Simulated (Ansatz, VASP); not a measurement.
Sn: VASP beside Ansatz

```
CELL_PARAMETERS angstrom
-2.94014 2.94014 1.59930
2.94014 -2.94014 1.59930
2.94014 2.94014 -1.59930
ATOMIC_POSITIONS crystal
Sn 0.00000 0.00000 0.00000
Sn 0.75000 0.25000 0.50000
```

Alike in both runs: task relaxation of cell and atoms; functional revPBE; dispersion D3(BJ); k mesh 9 × 9 × 9; occupations fermi-dirac, width 0.05 eV; no spin polarisation.

|  | VASP | Ansatz |
| --- | --- | --- |
| version | VASP 6.6.1 | Ansatz 0.2.0 |
| potentials or method | VASP PAW PBE potentials, release 64 (Sn_d) | Ansatz PAW |
| plane-wave cutoff (eV) | 600 | 420 |
| valence electrons in the cell | 28 | 28 |

VASP gave:

* gap on the k mesh at the Fermi level, each at its own relaxed structure (eV): none
* relaxed volume (Å³/atom): 26.79
* relaxed cell length with the largest relative difference (Å): 4.415

Question: Which values does Ansatz return?

Answer: gap on the k mesh at the Fermi level, each at its own relaxed structure (eV): none; relaxed volume (Å³/atom): 26.80; relaxed cell length with the largest relative difference (Å): 4.415.

VASP's potentials were made for PBE, not for revPBE. A gap of «none» marks a metal or a gap that the smearing closes.

Noted on Ansatz's run: the plane-wave basis is chosen anew once the cell has moved, so the energies of steps on either side of that aren't comparable.
